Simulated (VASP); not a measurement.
# BN (F-43m) in VASP: further runs

The runs below take BN through single point, relaxation of cell and atoms, with LDA.

All numbers are computed with VASP 6.6.1; they aren't measurements. Logs are shortened: lines on timing, memory, paths and dates and some standing lists are left out, and cuts for length are marked.

## Step 1: The cell of the first run

The structure is cubic, space group F-43m (No. 216). Conventional cell: a = 3.610 Å, b = 3.610 Å, c = 3.610 Å, α = 90.00°, β = 90.00°, γ = 90.00°. B (site symmetry -43m) has 4 N at 1.56 Å within 2.1 Å. N (site symmetry -43m) has 4 B at 1.56 Å within 2.1 Å.

## Step 2: Single point, LDA

File INCAR:

```
  PREC = Accurate
  ENCUT = 600
  EDIFF = 1E-6
  ISMEAR = 0
  SIGMA = 0.1
  LREAL = F
  LASPH = T
  NELM = 120
  ALGO = Normal
  ISIF = 2
  LWAVE = F
  LCHARG = F
  NBANDS = 11
  GGA_COMPAT = F
```

File KPOINTS:

```
Automatic mesh
0
Gamma
  8 8 8
```

File POSCAR:

```
BN
1.0
    0.0000000000      1.8050000000      1.8050000000
    1.8050000000      0.0000000000      1.8050000000
    1.8050000000      1.8050000000      0.0000000000
B N
1 1
Direct
    0.0000000000      0.0000000000      0.0000000000
    0.2500000000      0.2500000000      0.2500000000
```

Potentials or basis: VASP PAW LDA potentials, release 64 (B, N).

The run is started by

```bash
> cat potpaw_LDA.64/B/POTCAR potpaw_LDA.64/N/POTCAR > POTCAR
> mpirun -np 1 vasp_std > vasp.out
```

OUTCAR:

```text
PREC = Accurate
   ENCUT = 600
   EDIFF = 1E-6
   ISMEAR = 0
   LREAL = F
   LASPH = T
   NELM = 120
   ISIF = 2

 ion  position               nearest neighbor table
   1  0.000  0.000  0.000-   2 1.56   2 1.56   2 1.56   2 1.56
   2  0.250  0.250  0.250-   1 1.56   1 1.56   1 1.56   1 1.56

  LATTYP: Found a face centered cubic cell.
 ALAT       =     3.6100000000

  Lattice vectors:

 A1 = (   0.0000000000,   1.8050000000,   1.8050000000)
 A2 = (   1.8050000000,   0.0000000000,   1.8050000000)
 A3 = (   1.8050000000,   1.8050000000,   0.0000000000)

Analysis of symmetry for initial positions (statically):
=====================================================================
 Subroutine PRICEL returns:
 Original cell was already a primitive cell.

 Routine SETGRP: Setting up the symmetry group for a
 face centered cubic supercell.

 Subroutine GETGRP returns: Found 24 space group operations
 (whereof 24 operations were pure point group operations)
 out of a pool of 48 trial point group operations.

The static configuration has the point symmetry T_d .

Analysis of symmetry for dynamics (positions and initial velocities):
=====================================================================
 Subroutine PRICEL returns:
 Original cell was already a primitive cell.

 Routine SETGRP: Setting up the symmetry group for a
 face centered cubic supercell.

 Subroutine GETGRP returns: Found 24 space group operations
 (whereof 24 operations were pure point group operations)
 out of a pool of 48 trial point group operations.

The dynamic configuration has the point symmetry T_d .

 Subroutine INISYM returns: Found 24 space group operations
 (whereof 24 operations are pure point group operations),
 and found     1 'primitive' translations

----------------------------------------------------------------------------------------

                                     Primitive cell

  volume of cell :      11.7615

  direct lattice vectors                    reciprocal lattice vectors
     0.000000000  1.805000000  1.805000000    -0.277008310  0.277008310  0.277008310
     1.805000000  0.000000000  1.805000000     0.277008310 -0.277008310  0.277008310
     1.805000000  1.805000000  0.000000000     0.277008310  0.277008310 -0.277008310

  length of vectors
     2.552655480  2.552655480  2.552655480     0.479792467  0.479792467  0.479792467

  position of ions in fractional coordinates (direct lattice)
     0.000000000  0.000000000  0.000000000
     0.250000000  0.250000000  0.250000000

  ion indices of the primitive-cell ions
   primitive index   ion index
                 1           1
                 2           2

----------------------------------------------------------------------------------------

 KPOINTS: Automatic mesh

Automatic generation of k-mesh.
 Grid dimensions read from file:
 generate k-points for:    8    8    8

 Generating k-lattice:

  Cartesian coordinates                     Fractional coordinates (reciprocal lattice)
    -0.034626039  0.034626039  0.034626039     0.125000000  0.000000000  0.000000000
     0.034626039 -0.034626039  0.034626039     0.000000000  0.125000000  0.000000000
     0.034626039  0.034626039 -0.034626039     0.000000000  0.000000000  0.125000000

  Length of vectors
     0.059974058  0.059974058  0.059974058

  Shift w.r.t. Gamma in fractional coordinates (k-lattice)
     0.000000000  0.000000000  0.000000000

 Subroutine IBZKPT returns following result:
 ===========================================

 Found     29 irreducible k-points:

 Following reciprocal coordinates:
            Coordinates               Weight
  0.000000  0.000000  0.000000      1.000000
  0.125000  0.000000  0.000000      8.000000
  0.250000  0.000000  0.000000      8.000000
  0.375000  0.000000  0.000000      8.000000
  0.500000  0.000000  0.000000      4.000000
  0.125000  0.125000  0.000000      6.000000
[... 16 lines left out ...]
  0.500000  0.250000  0.125000     48.000000
 -0.375000  0.250000  0.125000     24.000000
 [... further k-points ...]
[... 50 lines left out ...]
      8      20.9723      0.00000
      9      30.5795      0.00000
     10      30.9499      0.00000
     11      30.9499      0.00000

 k-point     4 :       0.3750    0.0000    0.0000
  band No.  band energies     occupation
      1      -9.5317      2.00000
      2      -1.5065      2.00000
      3       5.7020      2.00000
      4       5.7020      2.00000
      5      17.5441      0.00000
      6      18.0254      0.00000
      7      18.0254      0.00000
      8      22.1405      0.00000
      9      30.4016      0.00000
     10      32.4529      0.00000
     11      32.4529      0.00000

 k-point     5 :       0.5000    0.0000    0.0000
  band No.  band energies     occupation
      1      -8.3732      2.00000
      2      -3.3112      2.00000
      3       5.4846      2.00000
      4       5.4846      2.00000
      5      17.7039      0.00000
      6      18.0273      0.00000
      7      18.0273      0.00000
      8      22.4972      0.00000
      9      30.5774      0.00000
     10      34.0599      0.00000
     11      34.1876      0.00000
[... 211 lines left out ...]
 k-point    21 :       0.5000    0.5000    0.0000
  band No.  band energies     occupation
      1      -6.9906      2.00000
      2      -1.4711      2.00000
      3       2.4933      2.00000
      4       2.4933      2.00000
      5      11.7889      0.00000
      6      16.6088      0.00000
      7      25.2020      0.00000
      8      25.2020      0.00000
      9      28.0149      0.00000
     10      34.4701      0.00000
     11      40.9206      0.00000

 k-point    22 :       0.3750    0.2500    0.1250
  band No.  band energies     occupation
      1     -10.2366      2.00000
      2       1.7629      2.00000
      3       3.4744      2.00000
      4       5.4083      2.00000
      5      15.9153      0.00000
      6      19.1999      0.00000
      7      20.0439      0.00000
      8      20.6666      0.00000
      9      26.7304      0.00000
     10      32.9379      0.00000
     11      34.6513      0.00000

 k-point    23 :       0.5000    0.2500    0.1250
  band No.  band energies     occupation
      1      -8.6877      2.00000
      2      -0.7939      2.00000
      3       2.6757      2.00000
      4       4.4673      2.00000
      5      16.7146      0.00000
      6      18.7273      0.00000
      7      21.1867      0.00000
      8      21.9622      0.00000
      9      27.2930      0.00000
     10      32.5038      0.00000
     11      34.7457      0.00000

 k-point    24 :      -0.3750    0.2500    0.1250
  band No.  band energies     occupation
      1      -7.6584      2.00000
      2      -2.3115      2.00000
      3       2.6146      2.00000
      4       3.9540      2.00000
      5      16.8814      0.00000
      6      18.5953      0.00000
      7      21.7861      0.00000
      8      23.1029      0.00000
      9      26.6516      0.00000
     10      33.0982      0.00000
     11      34.7534      0.00000

 [... further k-points ...]

------------------------ aborting loop because EDIFF is reached ----------------------------------------

  FORCE on cell =-STRESS in cart. coord.  units (eV):
  Direction    XX          YY          ZZ          XY          YZ          ZX
  --------------------------------------------------------------------------------------
  -------------------------------------------------------------------------------------
  Total       -0.6435854     -0.6435854     -0.6435854      0.0000000      0.0000000      0.0000000
  in kB      -87.6708346    -87.6708346    -87.6708346      0.0000000      0.0000000      0.0000000
  external PRESSURE =     -87.6708346 kB  Pullay stress =       0.0000000 kB

 VOLUME and BASIS-vectors are now :
 -----------------------------------------------------------------------------
  energy-cutoff  :      600.00
  volume of cell :       11.76
      direct lattice vectors                 reciprocal lattice vectors
     0.000000000  1.805000000  1.805000000    -0.277008310  0.277008310  0.277008310
     1.805000000  0.000000000  1.805000000     0.277008310 -0.277008310  0.277008310
     1.805000000  1.805000000  0.000000000     0.277008310  0.277008310 -0.277008310

 POSITION                                       TOTAL-FORCE (eV/Angst)
 -----------------------------------------------------------------------------------
      0.00000      0.00000      0.00000        -0.000000     -0.000000     -0.000000
      0.90250      0.90250      0.90250         0.000000      0.000000      0.000000
 -----------------------------------------------------------------------------------
    total drift:                               -0.000000     -0.000000     -0.000000

  FREE ENERGIE OF THE ION-ELECTRON SYSTEM (eV)
  ---------------------------------------------------
  free  energy   TOTEN  =       -19.4094222915 eV

  energy  without entropy=      -19.4094222915  energy(sigma->0) =      -19.40942229
```

Wall time 5.1 s (1 thread of Intel Xeon 8259CL, shared host); peak memory 0.11 GiB.

What came out:

```yaml
Free_energy: -19.4094 eV
Pressure: -8.8 GPa
Band_gap_on_the_k_mesh: 4.35 eV (least direct gap 8.70 eV)
```

Caveat: the cell stands under tension. A k mesh can miss the band edges.

## Step 3: Single point, LDA

This run uses another cell than the first one, of 5.74 Å³/atom.

File INCAR:

```
  ALGO = Normal
  EDIFF = 1E-6
  ENCUT = 600
  GGA = CA
  GGA_COMPAT = F
  ISIF = 2
  ISMEAR = 0
  LASPH = T
  LCHARG = F
  LREAL = F
  LWAVE = F
  NBANDS = 11
  NELM = 120
  PREC = Accurate
  SIGMA = 0.1
```

File KPOINTS:

```
k-points
0
Gamma
  10 10 10
```

File POSCAR:

```
BN
1.0
    0.0000000000      1.7900533661      1.7900533661
    1.7900533661      0.0000000000      1.7900533661
    1.7900533661      1.7900533661      0.0000000000
B N
1 1
Direct
    0.0000000000      0.0000000000      0.0000000000
    0.2500000000      0.2500000000      0.2500000000
```

Potentials or basis: VASP PAW LDA potentials, release 64 (B, N).

The run is started by

```bash
> cat potpaw_LDA.64/B/POTCAR potpaw_LDA.64/N/POTCAR > POTCAR
> mpirun -np 1 vasp_std > vasp.out
```

It took 6.6 s on 1 thread of Intel Xeon 8259CL, shared host; peak memory 0.11 GiB.

Results (log left out):

- Free energy: -19.4163 eV
- Pressure: 0.9 GPa
- Band gap on the k mesh: 4.38 eV (least direct gap 8.82 eV)

Levels at points of the mesh, in eV from the valence-band top:
```
           k point  band 1  band 2  band 3  band 4  band 5  band 6  band 7  band 8  band 9
(0.00, 0.00, 0.00)  -20.40    0.00    0.00    0.00    8.82    8.82    8.82   10.92   25.04
(0.50, 0.00, 0.00)  -15.98  -10.98   -2.00   -2.00   10.59   10.72   10.72   15.31   23.50
(0.50, 0.50, 0.00)  -14.56   -9.08   -5.07   -5.07    4.38    9.31   18.15   18.15   21.01
```

A k mesh can miss the band edges.

## Step 4: Single point, LDA

This run uses another cell than the first one, of 5.73 Å³/atom.

File INCAR:

```
SYSTEM = BN
ALGO = Normal ; EDIFF = 1E-6
ENCUT = 600 ; GGA_COMPAT = .FALSE.
ISIF = 2 ; ISMEAR = 0
LASPH = .TRUE. ; LCHARG = .TRUE.
LELF = .TRUE. ; LREAL = .FALSE.
LVHAR = .TRUE. ; LWAVE = .FALSE.
NBANDS = 11 ; NELM = 120
PREC = Accurate ; SIGMA = 0.02
```

File KPOINTS:

```
k-points
0
G
  12 12 12
  0 0 0
```

File POSCAR:

```
BN
1.0
    0.0000000000      1.7899143220      1.7899143220
    1.7899143220      0.0000000000      1.7899143220
    1.7899143220      1.7899143220      0.0000000000
B N
1 1
Direct
    0.0000000000      0.0000000000      0.0000000000
    0.2500000000      0.2500000000      0.2500000000
```

The run is started by

```bash
> cat potpaw_LDA.64/B/POTCAR potpaw_LDA.64/N/POTCAR > POTCAR
> mpirun -np 1 vasp_std > vasp.out
```

Wall time 12 s (1 thread of Intel Xeon 8259CL, shared host); peak memory 0.12 GiB.

Results (log left out):

| Property | Result |
| --- | --- |
| Free energy | -19.4162 eV |
| Pressure | 1.0 GPa |
| Band gap on the k mesh | 4.38 eV (least direct gap 8.82 eV) |

Levels at points of the mesh, in eV from the valence-band top:
| k point | band 2 | band 3 | band 4 | band 5 | band 6 | band 7 |
| --- | --- | --- | --- | --- | --- | --- |
| (0.00, 0.00, 0.00) | 0.00 | 0.00 | 0.00 | 8.82 | 8.82 | 8.82 |
| (0.50, 0.00, 0.00) | -10.98 | -2.00 | -2.00 | 10.60 | 10.73 | 10.73 |
| (0.50, 0.50, 0.00) | -9.08 | -5.07 | -5.07 | 4.38 | 9.31 | 18.15 |

A k mesh can miss the band edges.

## Step 5: Relaxation of cell and atoms, LDA

File INCAR:

```
PREC     = Accurate       # precision mode
ENCUT    = 600            # plane-wave cutoff, eV
EDIFF    = 1E-7           # SCF threshold, eV
ISMEAR   = 0              # smearing method
SIGMA    = 0.1            # smearing width, eV
LREAL    = F              # projectors in reciprocal space
LASPH    = T              # aspherical terms in the spheres
NELM     = 120            # most SCF steps
ALGO     = Normal         # electronic algorithm
ISIF     = 3              # what is computed and relaxed
LWAVE    = F              # write WAVECAR
LCHARG   = F              # write CHGCAR
GGA      = CA             # functional
IBRION   = 2              # ionic algorithm
NSW      = 100            # ionic steps
EDIFFG   = -0.05          # ionic threshold
GGA_COMPAT= F            
NELMIN   = 4
```

File KPOINTS:

```
Automatic mesh
0
Gamma
  10 10 10
```

File POSCAR:

```
BN
1.0
    0.0000000000      1.8050000000      1.8050000000
    1.8050000000      0.0000000000      1.8050000000
    1.8050000000      1.8050000000      0.0000000000
B N
1 1
Direct
    0.0000000000      0.0000000000      0.0000000000
    0.2500000000      0.2500000000      0.2500000000
```

The run is started by

```bash
> cat potpaw_LDA.64/B/POTCAR potpaw_LDA.64/N/POTCAR > POTCAR
> mpirun -np 1 vasp_std > vasp.out
```

Run time: 16 s. Hardware: 1 thread of Intel Xeon 8259CL, shared host; peak memory 0.12 GiB.

Results (log left out):

```yaml
Free_energy: -19.4171 eV
Relaxed_volume: 5.75 Å³/atom
Relaxed_cell: a = 2.533 Å, b = 2.533 Å, c = 2.533 Å, α = 60.00°, β = 60.00°, γ = 60.00°
Space_group_after_relaxing_to_0.1_Å: F-43m (No. 216)
Energy_gained_by_relaxing: 3.7 meV/atom
Ionic_steps: 3
Pressure_after_relaxing: 0.0 GPa
Band_gap_on_the_k_mesh: 4.38 eV (least direct gap 8.81 eV)
```

The path:
| step | energy change (eV) | largest force (eV/Å) | pressure (GPa) | volume (Å³) |
| --- | --- | --- | --- | --- |
| 1 | 0.0000 | 0.0000 | -8.80 | 11.76 |
| 2 | 0.0012 | 0.0000 | 10.19 | 11.22 |
| 3 | -0.0074 | 0.0000 | -0.04 | 11.50 |

Final structure:
```
B N
1.0
     0.00000    1.79137    1.79137
     1.79137    0.00000    1.79137
     1.79137    1.79137    0.00000
B N
1 1
Cartesian
  0.0000 0.0000 0.0000
  0.8957 0.8957 0.8957
```

Levels at points of the mesh, in eV from the valence-band top:
```tsv
k point	band 1	band 2	band 3	band 4	band 5	band 6	band 7	band 8
(0.00, 0.00, 0.00)	-20.38	0.00	0.00	0.00	8.81	8.81	8.81	10.88
(0.50, 0.00, 0.00)	-15.97	-10.96	-2.00	-2.00	10.56	10.71	10.71	15.29
(0.50, 0.50, 0.00)	-14.55	-9.06	-5.06	-5.06	4.38	9.30	18.11	18.11
```

## Step 6: Relaxation of cell and atoms, LDA

This run uses another cell than the first one, of 5.74 Å³/atom.

File INCAR:

```
SYSTEM = BN
PREC     = Accurate       ! precision mode
ENCUT    = 600            ! plane-wave cutoff, eV
EDIFF    = 1E-7           ! SCF threshold, eV
ISMEAR   = 0              ! smearing method
SIGMA    = 0.02           ! smearing width, eV
LREAL    = .FALSE.        ! projectors in reciprocal space
LASPH    = .TRUE.         ! aspherical terms in the spheres
NELM     = 120            ! most SCF steps
ALGO     = Normal         ! electronic algorithm
ISIF     = 3              ! what is computed and relaxed
LWAVE    = .FALSE.        ! write WAVECAR
LCHARG   = .FALSE.        ! write CHGCAR
GGA      = CA             ! functional
IBRION   = 2              ! ionic algorithm
NSW      = 100            ! ionic steps
EDIFFG   = -0.002         ! ionic threshold
GGA_COMPAT= .FALSE.      
NELMIN   = 4
```

File KPOINTS:

```
Automatic mesh
0
G
  12 12 12
  0 0 0
```

File POSCAR:

```
BN
1.0
    0.0000000000      1.7900533661      1.7900533661
    1.7900533661      0.0000000000      1.7900533661
    1.7900533661      1.7900533661      0.0000000000
B N
1 1
Direct
    0.0000000000      0.0000000000      0.0000000000
    0.2500000000      0.2500000000      0.2500000000
```

Potentials or basis: VASP PAW LDA potentials, release 64 (B, N).

The run is started by

```bash
> cat potpaw_LDA.64/B/POTCAR potpaw_LDA.64/N/POTCAR > POTCAR
> mpirun -np 1 vasp_std > vasp.out
```

Run time: 22 s. Hardware: 1 thread of Intel Xeon 8259CL, shared host; peak memory 0.12 GiB.

It converged, with:

| Quantity | Value |
| --- | --- |
| Free energy | -19.4163 eV |
| Relaxed volume | 5.75 Å³/atom |
| Relaxed cell | a = 2.533 Å, b = 2.533 Å, c = 2.533 Å, α = 60.00°, β = 60.00°, γ = 60.00° |
| Space group after relaxing (to 0.1 Å) | F-43m (No. 216) |
| Energy gained by relaxing | 0.0 meV/atom |
| Ionic steps | 3 |
| Pressure after relaxing | 0.0 GPa |
| Band gap on the k mesh | 4.38 eV (least direct gap 8.81 eV) |

Final structure:
```cif
data_structure
_symmetry_space_group_name_H-M 'P 1'
_symmetry_Int_Tables_number 1
_cell_length_a 2.5334
_cell_length_b 2.5334
_cell_length_c 2.5334
_cell_angle_alpha 60.000
_cell_angle_beta 60.000
_cell_angle_gamma 60.000
_cell_volume 11.50
loop_
_atom_site_label
_atom_site_type_symbol
_atom_site_fract_x
_atom_site_fract_y
_atom_site_fract_z
_atom_site_occupancy
B1 B 0.00000 0.00000 0.00000 1
N1 N 0.25000 0.25000 0.25000 1
```

Levels at points of the mesh, in eV from the valence-band top:
| k point | band 1 | band 2 | band 3 | band 4 | band 5 | band 6 | band 7 | band 8 |
| --- | --- | --- | --- | --- | --- | --- | --- | --- |
| (0.00, 0.00, 0.00) | -20.38 | 0.00 | 0.00 | 0.00 | 8.81 | 8.81 | 8.81 | 10.88 |
| (0.50, 0.00, 0.00) | -15.97 | -10.96 | -2.00 | -2.00 | 10.56 | 10.71 | 10.71 | 15.29 |
| (0.50, 0.50, 0.00) | -14.55 | -9.06 | -5.06 | -5.06 | 4.38 | 9.30 | 18.11 | 18.11 |

A k mesh can miss the band edges.

## Step 7: The runs side by side

| task | cell | k mesh | smearing | gap on the mesh (eV) | pressure (GPa) | relaxed volume (Å³/atom) |
| --- | --- | --- | --- | --- | --- | --- |
| single point | a = 2.553 Å, angles 60.0°, 2 atoms | 8 × 8 × 8 | gaussian 0.1 eV | 4.35 | -8.8 | - |
| single point | a = 2.532 Å, angles 60.0°, 2 atoms | 10 × 10 × 10 | gaussian 0.1 eV | 4.38 | 0.9 | - |
| single point | a = 2.531 Å, angles 60.0°, 2 atoms | 12 × 12 × 12 | gaussian 0.02 eV | 4.38 | 1.0 | - |
| relaxation of cell and atoms | relaxed from a = 2.553 Å, angles 60.0°, 2 atoms | 10 × 10 × 10 | gaussian 0.1 eV | 4.38 | 0.0 | 5.75 |
| relaxation of cell and atoms | relaxed from a = 2.532 Å, angles 60.0°, 2 atoms | 12 × 12 × 12 | gaussian 0.02 eV | 4.38 | 0.0 | 5.75 |

Alike in all rows: level LDA; potentials or basis VASP PAW LDA potentials, release 64 (B, N); no spin polarisation; cutoff (eV) 600.

Caveats: the cell stands under tension (at least some runs).

Total energies depend on the potentials used, so only differences within one code and one set of settings carry meaning.
